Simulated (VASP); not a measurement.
# K (Im-3m) in VASP: a series of runs, part 2 of 2

VASP 6.6.1.

## (4) Electric field gradients, PBEsol

This run uses another cell than the first one, of 78.52 Å³/atom, 1.020 times its volume.

The input, INCAR:

```
  PREC = Accurate
  ENCUT = 400
  EDIFF = 1E-8
  ISMEAR = -1
  SIGMA = 0.05
  LREAL = False
  LASPH = True
  NELM = 120
  ALGO = Normal
  ISIF = 2
  LWAVE = False
  LCHARG = False
  GGA = PS
  LEFG = True
  NBANDS = 10
  GGA_COMPAT = False
```

The input, KPOINTS:

```
regular mesh
0
Gamma
  10 10 10
```

The input, POSCAR:

```
K
1.0
   -2.6975585167      2.6975585167      2.6975585167
    2.6975585167     -2.6975585167      2.6975585167
    2.6975585167      2.6975585167     -2.6975585167
K
1
Direct
    0.0000000000      0.0000000000      0.0000000000
```

Potentials or basis: VASP PAW PBE potentials, release 64 (K_sv).

On the command line:

```
> cat potpaw_PBE.64/K_sv/POTCAR > POTCAR
> mpirun -np 1 vasp_std > vasp.out
```

OUTCAR:

```text
PREC = Accurate
   ENCUT = 400
   EDIFF = 1E-8
   ISMEAR = -1
   LREAL = False
   LASPH = True
   NELM = 120
   ISIF = 2
   GGA = PS

 ion  position               nearest neighbor table
   1  0.000  0.000  0.000-

  LATTYP: Found a body centered cubic cell.
 ALAT       =     5.3951170334

  Lattice vectors:

 A1 = (  -2.6975585167,   2.6975585167,   2.6975585167)
 A2 = (   2.6975585167,  -2.6975585167,   2.6975585167)
 A3 = (   2.6975585167,   2.6975585167,  -2.6975585167)

Analysis of symmetry for initial positions (statically):
=====================================================================
 Subroutine PRICEL returns:
 Original cell was already a primitive cell.

 Routine SETGRP: Setting up the symmetry group for a
 body centered cubic supercell.

 Subroutine GETGRP returns: Found 48 space group operations
 (whereof 48 operations were pure point group operations)
 out of a pool of 48 trial point group operations.

The static configuration has the point symmetry O_h .

Analysis of symmetry for dynamics (positions and initial velocities):
=====================================================================
 Subroutine PRICEL returns:
 Original cell was already a primitive cell.

 Routine SETGRP: Setting up the symmetry group for a
 body centered cubic supercell.

 Subroutine GETGRP returns: Found 48 space group operations
 (whereof 48 operations were pure point group operations)
 out of a pool of 48 trial point group operations.

The dynamic configuration has the point symmetry O_h .

 Subroutine INISYM returns: Found 48 space group operations
 (whereof 48 operations are pure point group operations),
[... 147 lines left out ...]

 k-point     1 :       0.0000    0.0000    0.0000
  band No.  band energies     occupation
      1     -32.3396      2.00000
      2     -15.8526      2.00000
      3     -15.8526      2.00000
      4     -15.8526      2.00000
      5      -2.3666      2.00000
      6       3.9298      0.00000
      7       3.9298      0.00000
      8       3.9298      0.00000
      9       4.8099      0.00000
     10       4.8099      0.00000
[... 287 lines left out ...]
 k-point    24 :      -0.3000    0.3000    0.1000
  band No.  band energies     occupation
      1     -32.3374      2.00000
      2     -15.8874      2.00000
      3     -15.8667      2.00000
      4     -15.8566      2.00000
      5      -1.2375      2.00000
      6       2.1778      0.00000
      7       3.1238      0.00000
      8       3.9679      0.00000
      9       4.7363      0.00000
     10       5.1605      0.00000

 [... further k-points ...]
[... 5 lines left out ...]
  --------------------------------------------------------------------------------------
  -------------------------------------------------------------------------------------
  Total       -0.1536929     -0.1536929     -0.1536929      0.0000000     -0.0000000      0.0000000
  in kB       -3.1361137     -3.1361137     -3.1361137      0.0000000     -0.0000000      0.0000000
  external PRESSURE =      -3.1361137 kB  Pullay stress =       0.0000000 kB

 VOLUME and BASIS-vectors are now :
 -----------------------------------------------------------------------------
  energy-cutoff  :      400.00
  volume of cell :       78.52
      direct lattice vectors                 reciprocal lattice vectors
    -2.697558517  2.697558517  2.697558517     0.000000000  0.185352791  0.185352791
     2.697558517 -2.697558517  2.697558517     0.185352791  0.000000000  0.185352791
     2.697558517  2.697558517 -2.697558517     0.185352791  0.185352791  0.000000000

 POSITION                                       TOTAL-FORCE (eV/Angst)
 -----------------------------------------------------------------------------------
      0.00000      0.00000      0.00000         0.000000     -0.000000      0.000000
 -----------------------------------------------------------------------------------
    total drift:                               -0.000000     -0.000000      0.000000

  FREE ENERGIE OF THE ION-ELECTRON SYSTEM (eV)
  ---------------------------------------------------
  free  energy   TOTEN  =        -1.1265730701 eV

  energy  without entropy=       -1.1184513055  energy(sigma->0) =       -1.12251219

 Electric field gradients (V/A^2)
---------------------------------------------------------------------
 ion       V_xx      V_yy      V_zz      V_xy      V_xz      V_yz
---------------------------------------------------------------------
   1       0.000    -0.000    -0.000    -0.001    -0.001    -0.001
---------------------------------------------------------------------

 Electric field gradients after diagonalization (V/A^2)
 (convention: |V_zz| > |V_xx| > |V_yy|)
----------------------------------------------------------------------
 ion       V_xx      V_yy      V_zz     asymmetry (V_yy - V_xx)/ V_zz
----------------------------------------------------------------------
   1       0.001     0.001    -0.002       0.000
----------------------------------------------------------------------

           NMR quadrupolar parameters

 Cq : quadrupolar parameter    Cq=e*Q*V_zz/h
 eta: asymmetry parameters     (V_yy - V_xx)/ V_zz
 Q  : nuclear electric quadrupole moment in mb (millibarn)
----------------------------------------------------------------------
 ion       Cq(MHz)       eta       Q (mb)
----------------------------------------------------------------------
   1      -0.000       0.000       1.000
----------------------------------------------------------------------
```

OSZICAR:

```text
N       E                     dE             d eps       ncg     rms          rms(c)
DAV:   1     0.376798464988E+02    0.37680E+02   -0.31553E+03   940   0.560E+02
DAV:   2     0.168074540902E+00   -0.37512E+02   -0.37018E+02  1008   0.172E+02
DAV:   3    -0.110555575151E+01   -0.12736E+01   -0.12671E+01  1470   0.243E+01
DAV:   4    -0.112715258747E+01   -0.21597E-01   -0.21526E-01  1214   0.324E+00
DAV:   5    -0.112824386629E+01   -0.10913E-02   -0.10898E-02  1498   0.401E-01    0.180E+00
DAV:   6    -0.112683170350E+01    0.14122E-02   -0.29951E-03  1444   0.362E-01    0.116E+00
DAV:   7    -0.112653373234E+01    0.29797E-03   -0.55786E-03  1394   0.459E-01    0.820E-02
DAV:   8    -0.112655848770E+01   -0.24755E-04   -0.35154E-04  1284   0.206E-01    0.273E-02
DAV:   9    -0.112657358541E+01   -0.15098E-04   -0.21438E-05  1216   0.341E-02    0.135E-02
DAV:  10    -0.112657325959E+01    0.32581E-06   -0.24461E-06  1462   0.108E-02    0.222E-03
DAV:  11    -0.112657302919E+01    0.23041E-06   -0.55425E-08  1118   0.247E-03    0.295E-04
DAV:  12    -0.112657306056E+01   -0.31374E-07   -0.65868E-10   846   0.174E-04    0.428E-05
DAV:  13    -0.112657307008E+01   -0.95173E-08   -0.23564E-10   642   0.101E-04
   1 F= -.11265731E+01 E0= -.11225122E+01  d E =-.812176E-02
```

stdout:

```text
POSCAR found type information on POSCAR K
 POSCAR found :  1 types and       1 ions
 scaLAPACK will be used
 -----------------------------------------------------------------------------
|                                                                             |
|                                                                             |
|     You enforced a specific xc type in the INCAR file but a different       |
|     I HOPE YOU KNOW WHAT YOU ARE DOING!                                     |
|                                                                             |
 -----------------------------------------------------------------------------

 LDA part: xc-table for (Slater+PW92), standard interpolation
 POSCAR, INCAR and KPOINTS ok, starting setup
 FFT: planning ... GRIDC
 FFT: planning ... GRID_SOFT
 FFT: planning ... GRID
 WAVECAR not read
 entering main loop
ion   1
```

Wall time 13 s (1 thread of Intel Xeon 6975P-C (Granite Rapids), shared host); peak memory 0.17 GiB.

Results:

- Free energy: -1.1266 eV
- Pressure: -0.3 GPa

Caveat: without QUAD_EFG the Cq values of the log hold for a quadrupole moment of 1 mb, not for the nuclei; the PAW data sets were made with another functional, which shifts forces and pressure a little.

## (5) Electric field gradients, PBEsol

This run uses another cell than the first one, of 78.52 Å³/atom, 1.020 times its volume.

The input, INCAR:

```
SYSTEM = K
ALGO = Normal
EDIFF = 1E-8
ENCUT = 400
GGA = PS
GGA_COMPAT = .False.
ISIF = 2
ISMEAR = -4
LASPH = .True.
LCHARG = .False.
LEFG = .True.
LREAL = .False.
LWAVE = .False.
NBANDS = 10
NELM = 120
PREC = Accurate
SIGMA = 0.1
```

The input, KPOINTS:

```
k-points
0
Gamma
  10 10 10
  0 0 0
```

POSCAR is that of step 4.

Potentials or basis: VASP PAW PBE potentials, release 64 (K_sv).

On the command line:

```
> cat potpaw_PBE.64/K_sv/POTCAR > POTCAR
> mpirun -np 1 vasp_std > vasp.out
```

OUTCAR:

```text
SYSTEM = K
   EDIFF = 1E-8
   ENCUT = 400
   GGA = PS
   ISIF = 2
   ISMEAR = -4
   LASPH = .True.
   LREAL = .False.
   NELM = 120
   PREC = Accurate

 ion  position               nearest neighbor table
   1  0.000  0.000  0.000-

  LATTYP: Found a body centered cubic cell.
 ALAT       =     5.3951170334

  Lattice vectors:

 A1 = (  -2.6975585167,   2.6975585167,   2.6975585167)
 A2 = (   2.6975585167,  -2.6975585167,   2.6975585167)
 A3 = (   2.6975585167,   2.6975585167,  -2.6975585167)

Analysis of symmetry for initial positions (statically):
=====================================================================
 Subroutine PRICEL returns:
 Original cell was already a primitive cell.

 Routine SETGRP: Setting up the symmetry group for a
 body centered cubic supercell.

 Subroutine GETGRP returns: Found 48 space group operations
 (whereof 48 operations were pure point group operations)
 out of a pool of 48 trial point group operations.

The static configuration has the point symmetry O_h .

Analysis of symmetry for dynamics (positions and initial velocities):
=====================================================================
 Subroutine PRICEL returns:
 Original cell was already a primitive cell.

 Routine SETGRP: Setting up the symmetry group for a
 body centered cubic supercell.

 Subroutine GETGRP returns: Found 48 space group operations
 (whereof 48 operations were pure point group operations)
 out of a pool of 48 trial point group operations.

The dynamic configuration has the point symmetry O_h .

 Subroutine INISYM returns: Found 48 space group operations
 (whereof 48 operations are pure point group operations),
 and found     1 'primitive' translations

----------------------------------------------------------------------------------------

                                     Primitive cell

  volume of cell :      78.5186

  direct lattice vectors                    reciprocal lattice vectors
    -2.697558517  2.697558517  2.697558517     0.000000000  0.185352791  0.185352791
     2.697558517 -2.697558517  2.697558517     0.185352791  0.000000000  0.185352791
     2.697558517  2.697558517 -2.697558517     0.185352791  0.185352791  0.000000000

  length of vectors
     4.672308407  4.672308407  4.672308407     0.262128431  0.262128431  0.262128431

  position of ions in fractional coordinates (direct lattice)
     0.000000000  0.000000000  0.000000000

  ion indices of the primitive-cell ions
   primitive index   ion index
                 1           1

----------------------------------------------------------------------------------------

 KPOINTS: k-points

Automatic generation of k-mesh.
 Grid dimensions read from file:
 generate k-points for:   10   10   10

 Generating k-lattice:

  Cartesian coordinates                     Fractional coordinates (reciprocal lattice)
     0.000000000  0.018535279  0.018535279     0.100000000  0.000000000  0.000000000
[... 67 lines left out ...]
   ISIF   =      2    stress and relaxation
   ISYM   =      2    0-nonsym 1-usesym 2-fastsym
   POTIM  = 0.5000    time-step for ionic-motion
   TEBEG  =    0.0;   TEEND  =   0.0 temperature during run
   PSTRESS=    0.0 pullay stress
   NELECT =       9.0000    total number of electrons
   NUPDOWN=      -1.0000    fix difference up-down
   EMIN   =  10.00;   EMAX   =-10.00  energy-range for DOS
   EFERMI =   0.00;   METHOD = LEGACY
   ISMEAR =    -4;   SIGMA  =   0.10  broadening in eV -4-tet -1-fermi 0-gaus
   EFERMI_NEDOS =   21; number of points for ismear=-14 and -15
   IALGO  =     38    algorithm
   IMIX   =      4    mixing-type and parameters
     AMIX     =   0.40;   BMIX     =  1.00
     AMIX_MAG =   1.60;   BMIX_MAG =  1.00
  volume/ion in A,a.u.               =      78.52       529.87
  Fermi-wavevector in a.u.,A,eV,Ry     =   0.795240  1.502785  8.604411  0.632406
  Thomas-Fermi vector in A             =   1.901529
   LORBIT       =      0    0 simple, 1 ext, 2 COOP (PROOUT), +10 PAW based schemes
   GGA     = PS    functional components
   LHFCALC =     F    Hartree Fock is set to
   AEXX    =    0.0000 exact exchange contribution
   IVDW    =     0    specifies the selected vdW correction
   LEPSILON=     F    determine dielectric tensor
   LRPA    =     F    only Hartree local field effects (RPA)
 non-spin polarized calculation
 Fermi weights with tetrahedron method witout Bloechl corrections
  energy-cutoff  :      400.00
  volume of cell :       78.52
 maximum number of plane-waves:      1464
   NGX = 15   NGY = 15   NGZ = 15

 number of electron       9.0000003 magnetization

 Free energy of the ion-electron system (eV)
  ---------------------------------------------------
  ext. energy  EPLUGINS =         0.00000000
  ---------------------------------------------------
  free energy    TOTEN  =        -1.08540357 eV

  energy without entropy =       -1.08540357  energy(sigma->0) =       -1.08540357

 E-fermi :  -0.2610     XC(G=0):  -5.5362

 val. band max:       -0.4096932147   @ k =   0.3000   0.1000   0.1000
 cond. band min:      -0.3134965881   @ k =  -0.3000   0.4000   0.2000
 fundamental gap:      0.0961966266
 Fermi energy:        -0.2609777150

 k-point     1 :       0.0000    0.0000    0.0000
  band No.  band energies     occupation
      1     -32.3376      2.00000
      2     -15.8507      2.00000
      3     -15.8507      2.00000
      4     -15.8507      2.00000
      5      -2.3662      2.00000
      6       3.9308      0.00000
      7       3.9308      0.00000
      8       3.9308      0.00000
      9       4.8108      0.00000
     10       4.8108      0.00000
[... 287 lines left out ...]
 k-point    24 :      -0.3000    0.3000    0.1000
  band No.  band energies     occupation
      1     -32.3354      2.00000
      2     -15.8856      2.00000
      3     -15.8648      2.00000
      4     -15.8548      2.00000
      5      -1.2371      1.99865
      6       2.1784      0.00000
      7       3.1246      0.00000
      8       3.9685      0.00000
      9       4.7373      0.00000
     10       5.1615      0.00000

 [... further k-points ...]
[... 5 lines left out ...]
  --------------------------------------------------------------------------------------
  -------------------------------------------------------------------------------------
  Total       -0.1389715     -0.1389715     -0.1389715      0.0000000      0.0000000     -0.0000000
  in kB       -2.8357229     -2.8357229     -2.8357229      0.0000000      0.0000000     -0.0000000
  external PRESSURE =      -2.8357229 kB  Pullay stress =       0.0000000 kB

 VOLUME and BASIS-vectors are now :
 -----------------------------------------------------------------------------
  energy-cutoff  :      400.00
  volume of cell :       78.52
      direct lattice vectors                 reciprocal lattice vectors
    -2.697558517  2.697558517  2.697558517     0.000000000  0.185352791  0.185352791
     2.697558517 -2.697558517  2.697558517     0.185352791  0.000000000  0.185352791
     2.697558517  2.697558517 -2.697558517     0.185352791  0.185352791  0.000000000

 POSITION                                       TOTAL-FORCE (eV/Angst)
 -----------------------------------------------------------------------------------
      0.00000      0.00000      0.00000         0.000000     -0.000000      0.000000
 -----------------------------------------------------------------------------------
    total drift:                               -0.000000     -0.000000      0.000000

  FREE ENERGIE OF THE ION-ELECTRON SYSTEM (eV)
  ---------------------------------------------------
  free  energy   TOTEN  =        -1.0854035732 eV

  energy  without entropy=       -1.0854035732  energy(sigma->0) =       -1.08540357

 Electric field gradients (V/A^2)
---------------------------------------------------------------------
 ion       V_xx      V_yy      V_zz      V_xy      V_xz      V_yz
---------------------------------------------------------------------
   1      -0.000     0.000     0.000    -0.001    -0.001    -0.001
---------------------------------------------------------------------

 Electric field gradients after diagonalization (V/A^2)
 (convention: |V_zz| > |V_xx| > |V_yy|)
----------------------------------------------------------------------
 ion       V_xx      V_yy      V_zz     asymmetry (V_yy - V_xx)/ V_zz
----------------------------------------------------------------------
   1       0.001     0.001    -0.002       0.000
----------------------------------------------------------------------

           NMR quadrupolar parameters

 Cq : quadrupolar parameter    Cq=e*Q*V_zz/h
 eta: asymmetry parameters     (V_yy - V_xx)/ V_zz
 Q  : nuclear electric quadrupole moment in mb (millibarn)
----------------------------------------------------------------------
 ion       Cq(MHz)       eta       Q (mb)
----------------------------------------------------------------------
   1      -0.000       0.000       1.000
----------------------------------------------------------------------
```

OSZICAR:

```text
N       E                     dE             d eps       ncg     rms          rms(c)
DAV:   1     0.377540918540E+02    0.37754E+02   -0.31553E+03   940   0.560E+02
DAV:   2     0.212787143333E+00   -0.37541E+02   -0.37090E+02  1008   0.172E+02
DAV:   3    -0.106444946595E+01   -0.12772E+01   -0.12732E+01  1470   0.244E+01
DAV:   4    -0.108594836196E+01   -0.21499E-01   -0.21474E-01  1214   0.324E+00
DAV:   5    -0.108701578549E+01   -0.10674E-02   -0.10670E-02  1498   0.399E-01    0.182E+00
DAV:   6    -0.108564463906E+01    0.13711E-02   -0.29553E-03  1444   0.359E-01    0.117E+00
DAV:   7    -0.108536349238E+01    0.28115E-03   -0.55187E-03  1394   0.456E-01    0.809E-02
DAV:   8    -0.108538906221E+01   -0.25570E-04   -0.34517E-04  1276   0.205E-01    0.268E-02
DAV:   9    -0.108540402974E+01   -0.14968E-04   -0.21368E-05  1224   0.338E-02    0.128E-02
DAV:  10    -0.108540375718E+01    0.27256E-06   -0.23344E-06  1462   0.106E-02    0.223E-03
DAV:  11    -0.108540353963E+01    0.21755E-06   -0.54889E-08  1124   0.251E-03    0.289E-04
DAV:  12    -0.108540356454E+01   -0.24903E-07   -0.66822E-10   854   0.160E-04    0.432E-05
DAV:  13    -0.108540357316E+01   -0.86231E-08   -0.22194E-10   644   0.977E-05
   1 F= -.10854036E+01 E0= -.10854036E+01  d E =0.000000E+00
```

stdout:

```text
POSCAR found type information on POSCAR K
 POSCAR found :  1 types and       1 ions
 scaLAPACK will be used
 -----------------------------------------------------------------------------
[... 25 lines left out ...]
|     Tetrahedron method does not include variations of the Fermi             |
|     occupations, so forces and stress will be inaccurate. We suggest        |
|     using a different smearing scheme ISMEAR = 1 or 2 for metals in         |
|     relaxations.                                                            |
|                                                                             |
 -----------------------------------------------------------------------------
```

Run time: 15 s. Hardware: 1 thread of Intel Xeon 6975P-C (Granite Rapids), shared host; peak memory 0.17 GiB.

Results:

```yaml
Free_energy: -1.0854 eV
Pressure: -0.3 GPa
```

Levels at points of the mesh, in eV from the Fermi level:
| k point | band 1 | band 2 | band 3 | band 4 | band 5 | band 6 | band 7 | band 8 | band 9 | band 10 |
| --- | --- | --- | --- | --- | --- | --- | --- | --- | --- | --- |
| (0.00, 0.00, 0.00) | -32.08 | -15.59 | -15.59 | -15.59 | -2.11 | 4.19 | 4.19 | 4.19 | 5.07 | 5.07 |
| (0.50, 0.00, 0.00) | -32.07 | -15.64 | -15.61 | -15.59 | 0.41 | 0.62 | 3.10 | 4.69 | 5.58 | 5.68 |
| (0.50, 0.50, 0.50) | -32.07 | -15.63 | -15.63 | -15.63 | 1.67 | 1.67 | 3.26 | 3.26 | 3.26 | 5.11 |

Caveat: without QUAD_EFG the Cq values of the log hold for a quadrupole moment of 1 mb, not for the nuclei; the PAW data sets were made with another functional, which shifts forces and pressure a little.

## (6) The runs side by side

```tsv
cell	smearing	gap on the mesh (eV)	pressure (GPa)
a = 4.641 Å, angles 109.5°, 1 atom	fermi-dirac 0.05 eV	none	-0.3
a = 4.672 Å, angles 109.5°, 1 atom	fermi-dirac 0.05 eV	none	-0.3
a = 4.672 Å, angles 109.5°, 1 atom	tetrahedron	none	-0.3
```

Alike in all rows: task electric field gradients; level PBEsol; potentials or basis VASP PAW PBE potentials, release 64 (K_sv); no spin polarisation; k mesh 10 × 10 × 10; cutoff (eV) 400.

Caveats: the PAW data sets were made with another functional, which shifts forces and pressure a little.

Total energies depend on the potentials used, so only differences within one code and one set of settings carry meaning.
